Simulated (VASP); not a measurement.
# La (P6/mmm) in VASP: a series of runs

The runs below take La through single point, with r2SCAN.

Everything below comes from runs of VASP 6.6.1. Logs are shortened: lines on timing, memory, paths and dates and some standing lists are left out, and cuts for length are marked.

### 1 The cell of the first run

The structure is hexagonal, space group P6/mmm (No. 191). Conventional cell: a = 5.905 Å, b = 5.905 Å, c = 3.551 Å, α = 90.00°, β = 90.00°, γ = 120.00°. La (site symmetry 6/mmm) has 14 La at 3.55 to 3.84 Å within 4.7 Å. La (site symmetry -6m2) has 11 La at 3.41 to 3.84 Å within 4.5 Å.

This isn't the form of La at room conditions, which is double hcp.

### 2 Single point, r2SCAN, collinear spin (35.74 Å³/atom)

Input file POSCAR:

```
La
1.0
    5.9048870564      0.0000000000      0.0000000000
   -2.9524435282      5.1137821973      0.0000000000
    0.0000000000      0.0000000000      3.5509399878
La
3
Direct
    0.0000000000      0.0000000000      0.0000000000
    0.3333333333      0.6666666667      0.5000000000
    0.6666666667      0.3333333333      0.5000000000
```

Input file INCAR.step1:

```
ALGO = Normal
EDIFF = 1E-4
ENCUT = 520
GGA = PE
ISMEAR = -1
ISPIN = 2
LASPH = T
LCHARG = F
LMAXMIX = 6
LREAL = F
LWAVE = T
MAGMOM = 1 1 1
NBANDS = 28
NELM = 150
PREC = Accurate
SIGMA = 0.05
```

Input file INCAR.step2:

```
ALGO = Normal
EDIFF = 1E-6
ENCUT = 520
ISIF = 2
ISMEAR = -1
ISPIN = 2
ISTART = 1
LASPH = T
LCHARG = F
LMAXMIX = 6
LMIXTAU = T
LORBIT = 11
LREAL = F
LWAVE = F
MAGMOM = 1 1 1
METAGGA = R2SCAN
NBANDS = 28
NELM = 150
PREC = Accurate
SIGMA = 0.05
```

Input file KPOINTS:

```
k-points
0
Gamma
  7 7 10
```

Potentials or basis: VASP PAW PBE potentials, release 64 (La).

Started as:

```console
$ cat potpaw_PBE.64/La/POTCAR > POTCAR
$ cp INCAR.step1 INCAR
$ mpirun -np 1 vasp_std > vasp.out
$ cp INCAR.step2 INCAR
$ mpirun -np 1 vasp_std > vasp.out
```

OUTCAR:

```text
EDIFF = 1E-6
   ENCUT = 520
   ISIF = 2
   ISMEAR = -1
   ISPIN = 2
   ISTART = 1
   LASPH = T
   LORBIT = 11
   LREAL = F
   METAGGA = R2SCAN
   NELM = 150
   PREC = Accurate

 ion  position               nearest neighbor table
   1  0.000  0.000  0.000-
   2  0.333  0.667  0.500-   3 3.41   3 3.41   3 3.41
   3  0.667  0.333  0.500-   2 3.41   2 3.41   2 3.41

  LATTYP: Found a hexagonal cell.
 ALAT       =     5.9048870564
 C/A-ratio  =     0.6013561231

  Lattice vectors:

 A1 = (   5.9048870564,   0.0000000000,   0.0000000000)
 A2 = (  -2.9524435282,   5.1137821973,   0.0000000000)
 A3 = (   0.0000000000,   0.0000000000,   3.5509399878)

Analysis of symmetry for initial positions (statically):
=====================================================================
 Subroutine PRICEL returns:
 Original cell was already a primitive cell.

 Routine SETGRP: Setting up the symmetry group for a
 hexagonal supercell.

 Subroutine GETGRP returns: Found 24 space group operations
 (whereof 24 operations were pure point group operations)
 out of a pool of 24 trial point group operations.

The static configuration has the point symmetry D_6h.

Analysis of symmetry for dynamics (positions and initial velocities):
=====================================================================
 Subroutine PRICEL returns:
 Original cell was already a primitive cell.

 Routine SETGRP: Setting up the symmetry group for a
 hexagonal supercell.

 Subroutine GETGRP returns: Found 24 space group operations
 (whereof 24 operations were pure point group operations)
 out of a pool of 24 trial point group operations.

The dynamic configuration has the point symmetry D_6h.

Analysis of structural, dynamic, and magnetic symmetry:
=====================================================================
 Subroutine PRICEL returns:
 Original cell was already a primitive cell.

 Routine SETGRP: Setting up the symmetry group for a
 hexagonal supercell.

 Subroutine GETGRP returns: Found 24 space group operations
 (whereof 24 operations were pure point group operations)
 out of a pool of 24 trial point group operations.

The overall configuration has the point symmetry D_6h.

 Subroutine INISYM returns: Found 24 space group operations
 (whereof 24 operations are pure point group operations),
 and found     1 'primitive' translations

----------------------------------------------------------------------------------------

                                     Primitive cell

  volume of cell :     107.2253

  direct lattice vectors                    reciprocal lattice vectors
     5.904887056  0.000000000  0.000000000     0.169351249  0.097774989  0.000000000
    -2.952443528  5.113782197  0.000000000     0.000000000  0.195549979  0.000000000
     0.000000000  0.000000000  3.550939988     0.000000000  0.000000000  0.281615573

  length of vectors
     5.904887056  5.904887056  3.550939988     0.195549979  0.195549979  0.281615573

  position of ions in fractional coordinates (direct lattice)
     0.000000000  0.000000000  0.000000000
     0.333333333  0.666666667  0.500000000
     0.666666667  0.333333333  0.500000000

  ion indices of the primitive-cell ions
   primitive index   ion index
                 1           1
                 2           2
                 3           3

----------------------------------------------------------------------------------------

 KPOINTS: k-points

Automatic generation of k-mesh.
 Grid dimensions read from file:
 generate k-points for:    7    7   10

 Generating k-lattice:

  Cartesian coordinates                     Fractional coordinates (reciprocal lattice)
     0.024193036  0.013967856  0.000000000     0.142857143  0.000000000  0.000000000
     0.000000000  0.027935711  0.000000000     0.000000000  0.142857143  0.000000000
     0.000000000  0.000000000  0.028161557     0.000000000  0.000000000  0.100000000

  Length of vectors
     0.027935711  0.027935711  0.028161557

  Shift w.r.t. Gamma in fractional coordinates (k-lattice)
     0.000000000  0.000000000  0.000000000

 Subroutine IBZKPT returns following result:
 ===========================================

 Found     48 irreducible k-points:

 Following reciprocal coordinates:
            Coordinates               Weight
  0.000000  0.000000  0.000000      1.000000
  0.142857  0.000000  0.000000      6.000000
  0.285714  0.000000  0.000000      6.000000
  0.428571 -0.000000  0.000000      6.000000
  0.142857  0.142857  0.000000      6.000000
  0.285714  0.142857  0.000000     12.000000
[... 16 lines left out ...]
  0.428571  0.142857  0.200000     12.000000
  0.285714  0.285714  0.200000     12.000000
 [... further k-points ...]
   k-points           NKPTS =     48   k-points in BZ     NKDIM =     48   number of bands    NBANDS=     28
   number of dos      NEDOS =    301   number of ions     NIONS =      3
   total plane-waves  NPLWV =  64512
   dimension x,y,z NGX =    48 NGY =   48 NGZ =   28
   dimension x,y,z NGXF=    96 NGYF=   96 NGZF=   56
   ions per type =               3
   NGX,Y,Z   is equivalent  to a cutoff of  13.51, 13.51, 13.11 a.u.
   NGXF,Y,Z  is equivalent  to a cutoff of  27.03, 27.03, 26.22 a.u.
 SYSTEM =  unknown system
   PREC   = accura    normal or accurate (medium, high low for compatibility)
   ISTART =      1    job   : 0-new  1-cont  2-samecut
   ICHARG =      0    charge: 1-file 2-atom 10-const
   ISPIN  =      2    spin polarized calculation?
   LNONCOLLINEAR =      F non collinear calculations
   LSORBIT =      F    spin-orbit coupling
   LASPH  =      T    aspherical Exc in radial PAW
   ENCUT  =  520.0 eV  38.22 Ry    6.18 a.u.  10.98 10.98  6.60*2*pi/ulx,y,z
   NELM   =    150;   NELMIN=  2; NELMDL=  0     # of ELM steps
   EDIFF  = 0.1E-05   stopping-criterion for ELM
   LREAL  =      F    real-space projection
   EDIFFG = 0.1E-04   stopping-criterion for IOM
   NSW    =      0    number of steps for IOM
   IBRION =     -1    ionic relax: 0-MD 1-quasi-New 2-CG
   NFREE  =      0    steps in history (QN), initial steepest desc. (CG)
   ISIF   =      2    stress and relaxation
   ISYM   =      2    0-nonsym 1-usesym 2-fastsym
   POTIM  = 0.5000    time-step for ionic-motion
   TEBEG  =    0.0;   TEEND  =   0.0 temperature during run
   PSTRESS=    0.0 pullay stress
   NELECT =      33.0000    total number of electrons
   NUPDOWN=      -1.0000    fix difference up-down
   EMIN   =  10.00;   EMAX   =-10.00  energy-range for DOS
   EFERMI =   0.00;   METHOD = LEGACY
   ISMEAR =    -1;   SIGMA  =   0.05  broadening in eV -4-tet -1-fermi 0-gaus
   EFERMI_NEDOS =   21; number of points for ismear=-14 and -15
   IALGO  =     38    algorithm
   IMIX   =      4    mixing-type and parameters
     AMIX     =   0.40;   BMIX     =  1.00
     AMIX_MAG =   1.60;   BMIX_MAG =  1.00
  volume/ion in A,a.u.               =      35.74       241.20
  Fermi-wavevector in a.u.,A,eV,Ry     =   1.105301  2.088715 16.622095  1.221690
  Thomas-Fermi vector in A             =   2.241786
   LORBIT       =     11    0 simple, 1 ext, 2 COOP (PROOUT), +10 PAW based schemes
   METAGGA = R2SCAN    functional components
   LHFCALC =     F    Hartree Fock is set to
   AEXX    =    0.0000 exact exchange contribution
   IVDW    =     0    specifies the selected vdW correction
   LEPSILON=     F    determine dielectric tensor
   LRPA    =     F    only Hartree local field effects (RPA)
 spin polarized calculation
  energy-cutoff  :      520.00
  volume of cell :      107.23
 maximum number of plane-waves:      2911
 NGX is ok and might be reduce to    48
   NGX = 21   NGY = 21   NGZ = 13

 number of electron      32.9999998 magnetization      -0.0000133

 number of electron      32.9999998 magnetization       0.0000289

 Free energy of the ion-electron system (eV)
  ---------------------------------------------------
  ext. energy  EPLUGINS =         0.00000000
  ---------------------------------------------------
  free energy    TOTEN  =       -89.18459454 eV

  energy without entropy =      -89.15246589  energy(sigma->0) =      -89.16853021

 E-fermi :   8.2915     XC(G=0): -10.3895

 val. band max:        8.2896961760   @ k =   0.4286   0.1429   0.3000
 cond. band min:       8.2944134415   @ k =   0.4286   0.1429   0.1000
 fundamental gap:      0.0047172655
 Fermi energy:         8.2914766800

 spin component 1

 k-point     1 :       0.0000    0.0000    0.0000
  band No.  band energies     occupation
      1     -25.7581      1.00000
      2     -25.4476      1.00000
      3     -25.4182      1.00000
      4      -9.4636      1.00000
      5      -9.4636      1.00000
      6      -9.1135      1.00000
[... 20 lines left out ...]
     27      10.4962      0.00000
     28      10.5257      0.00000

 k-point     2 :       0.1429    0.0000    0.0000
  band No.  band energies     occupation
      1     -25.7409      1.00000
      2     -25.4531      1.00000
      3     -25.4314      1.00000
      4      -9.5683      1.00000
      5      -9.5111      1.00000
      6      -8.9809      1.00000
[... 20 lines left out ...]
     27      10.5519      0.00000
     28      10.5588      0.00000

 k-point     3 :       0.2857    0.0000    0.0000
  band No.  band energies     occupation
      1     -25.6938      1.00000
      2     -25.4782      1.00000
      3     -25.4565      1.00000
      4      -9.7092      1.00000
      5      -9.4819      1.00000
      6      -8.7622      1.00000
[... 616 lines left out ...]
      3     -25.4405      1.00000
      4      -9.6483      1.00000
      5      -9.2721      1.00000
      6      -9.0903      1.00000
[... 20 lines left out ...]
     27      10.5483      0.00000
     28      10.6139      0.00000

 k-point    24 :       0.2857    0.2857    0.2000
  band No.  band energies     occupation
      1     -25.5544      1.00000
      2     -25.4978      1.00000
      3     -25.4519      1.00000
      4      -9.6115      1.00000
      5      -9.2924      1.00000
      6      -9.1092      1.00000
[... 20 lines left out ...]
     27      10.5412      0.00000
     28      10.5506      0.00000

 [... further k-points ...]

 spin component 2

 k-point     1 :       0.0000    0.0000    0.0000
  band No.  band energies     occupation
      1     -25.7581      1.00000
      2     -25.4476      1.00000
      3     -25.4182      1.00000
      4      -9.4636      1.00000
      5      -9.4636      1.00000
      6      -9.1135      1.00000
[... 20 lines left out ...]
     27      10.5062      0.00000
     28      10.5257      0.00000

 k-point     2 :       0.1429    0.0000    0.0000
  band No.  band energies     occupation
      1     -25.7409      1.00000
      2     -25.4531      1.00000
      3     -25.4314      1.00000
      4      -9.5683      1.00000
      5      -9.5111      1.00000
      6      -8.9808      1.00000
[... 20 lines left out ...]
     27      10.5484      0.00000
     28      10.5749      0.00000

 k-point     3 :       0.2857    0.0000    0.0000
  band No.  band energies     occupation
      1     -25.6937      1.00000
      2     -25.4782      1.00000
      3     -25.4565      1.00000
      4      -9.7092      1.00000
      5      -9.4819      1.00000
      6      -8.7622      1.00000
[... 616 lines left out ...]
      3     -25.4405      1.00000
      4      -9.6483      1.00000
      5      -9.2721      1.00000
      6      -9.0903      1.00000
[... 20 lines left out ...]
     27      10.5482      0.00000
     28      10.6128      0.00000

 k-point    24 :       0.2857    0.2857    0.2000
  band No.  band energies     occupation
      1     -25.5544      1.00000
      2     -25.4978      1.00000
      3     -25.4519      1.00000
      4      -9.6115      1.00000
      5      -9.2924      1.00000
      6      -9.1092      1.00000
[... 20 lines left out ...]
     27      10.5409      0.00000
     28      10.5505      0.00000

 [... further k-points ...]

------------------------ aborting loop because EDIFF is reached ----------------------------------------

  FORCE on cell =-STRESS in cart. coord.  units (eV):
  Direction    XX          YY          ZZ          XY          YZ          ZX
  --------------------------------------------------------------------------------------
  -------------------------------------------------------------------------------------
  Total        0.7754689      0.7754689      1.0253879      0.0000000     -0.0000000      0.0000000
  in kB       11.5871818     11.5871818     15.3215117      0.0000000     -0.0000000      0.0000000
  external PRESSURE =      12.8319584 kB  Pullay stress =       0.0000000 kB

 VOLUME and BASIS-vectors are now :
 -----------------------------------------------------------------------------
  energy-cutoff  :      520.00
  volume of cell :      107.23
      direct lattice vectors                 reciprocal lattice vectors
     5.904887056  0.000000000  0.000000000     0.169351249  0.097774989  0.000000000
    -2.952443528  5.113782197  0.000000000     0.000000000  0.195549979  0.000000000
     0.000000000  0.000000000  3.550939988     0.000000000  0.000000000  0.281615573

 POSITION                                       TOTAL-FORCE (eV/Angst)
 -----------------------------------------------------------------------------------
      0.00000      0.00000      0.00000         0.000000      0.000000     -0.000000
     -0.00000      3.40919      1.77547        -0.000000      0.000000      0.000000
      2.95244      1.70459      1.77547         0.000000     -0.000000     -0.000000
 -----------------------------------------------------------------------------------
    total drift:                                0.000000      0.000000     -0.000000

  FREE ENERGIE OF THE ION-ELECTRON SYSTEM (eV)
  ---------------------------------------------------
  free  energy   TOTEN  =       -89.1845945352 eV

  energy  without entropy=      -89.1524658918  energy(sigma->0) =      -89.16853021

 total charge

# of ion       s       p       d       f       tot
--------------------------------------------------
    1        2.045   5.578   0.869   0.076   8.568
    2        2.040   5.569   0.941   0.084   8.634
    3        2.040   5.569   0.941   0.084   8.634
--------------------------------------------------
tot          6.125  16.715   2.751   0.245  25.835

 magnetization (x)

# of ion       s       p       d       f       tot
--------------------------------------------------
    1       -0.000   0.000   0.000   0.000   0.000
    2       -0.000   0.000   0.000   0.000   0.000
    3       -0.000   0.000   0.000   0.000   0.000
--------------------------------------------------
tot         -0.000   0.000   0.000   0.000   0.000
```

It took 38 min on 1 thread of Intel Xeon 8259CL, shared host; peak memory 0.47 GiB.

Results:

```yaml
Free_energy: -89.1846 eV
Pressure: 1.3 GPa
Net_moment: 0.00 μB per cell
Valence_electrons_inside_the_program's_atomic_spheres: La 8.57, 8.63 (each value once)
```

Stress tensor (GPa, compression positive):
```
1.16 0.00 0.00
0.00 1.16 0.00
0.00 0.00 1.53
```

Levels at points of the mesh, in eV from the Fermi level:
Spin up:
```tsv
k point	band 14	band 15	band 16	band 17	band 18	band 19	band 20	band 21
(0.00, 0.00, 0.00)	-1.46	0.56	0.62	0.62	0.63	0.63	1.26	1.81
(0.00, 0.00, 0.50)	-1.90	-1.08	-1.08	-0.28	0.40	1.28	1.28	2.07
```
Spin down:
| k point | band 15 | band 16 | band 17 | band 18 | band 19 | band 20 |
| --- | --- | --- | --- | --- | --- | --- |
| (0.00, 0.00, 0.00) | 0.56 | 0.62 | 0.62 | 0.63 | 0.63 | 1.26 |
| (0.00, 0.00, 0.50) | -1.08 | -1.08 | -0.28 | 0.40 | 1.28 | 1.28 |

Caveat: the PAW data sets were made with another functional, which shifts forces and pressure a little; spin-orbit coupling is left out, which moves the levels of the heavy elements.

(Continued in part 2 of 2.)
